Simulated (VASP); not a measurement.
Write the native input for VASP 6.6.1 that does the following.

```yaml
Task: single point
Functional: PBE
Potentials_or_basis: VASP PAW PBE potentials, release 64 (Hf_pv, C)
Cutoff: 520 eV
k_mesh: 15 × 15 × 13
Occupations: fermi-dirac, width 0.1 eV
Spin: no spin polarisation
Dipole_correction: no
Further_INCAR_settings: ALGO = Normal; EDIFF = 1e-06; NBANDS = 14
```

The structure of HfC (WC type) lies in POSCAR:

```
HfC
1.0
    3.2358678786      0.0000000000      0.0000000000
   -1.6179339393      2.8023437861      0.0000000000
    0.0000000000      0.0000000000      2.9135019123
Hf C
1 1
Direct
    0.0000000000      0.0000000000      0.0000000000
    0.3333333333      0.6666666667      0.5000000000
```

The input as run:

INCAR

```
ALGO = Normal ; EDIFF = 1E-6
ENCUT = 520 ; GGA = PE
ISIF = 2 ; ISMEAR = -1
LASPH = T ; LCHARG = F
LREAL = F ; LWAVE = F
NBANDS = 14 ; NELM = 100
PREC = Accurate ; SIGMA = 0.1
```

KPOINTS

```
k-points
0
Gamma
  15 15 13
```

Potentials or basis: VASP PAW PBE potentials, release 64 (Hf_pv, C).

Launch:

```bash
$ cat potpaw_PBE.64/Hf_pv/POTCAR potpaw_PBE.64/C/POTCAR > POTCAR
$ mpirun -np 1 vasp_std > vasp.out
```

Results of the run:

The pressure is -0.8 GPa and the band gap on the k mesh is zero (band 7 reaches 5.42 eV, above the bottom of band 8 at 5.40 eV).

Caveat: spin-orbit coupling is left out, which moves the levels of the heavy elements.

Run time: 23 s on 1 thread of Intel(R) Xeon(R) Platinum 8488C (Sapphire Rapids), with other jobs on the host, peak memory 0.2 GiB.
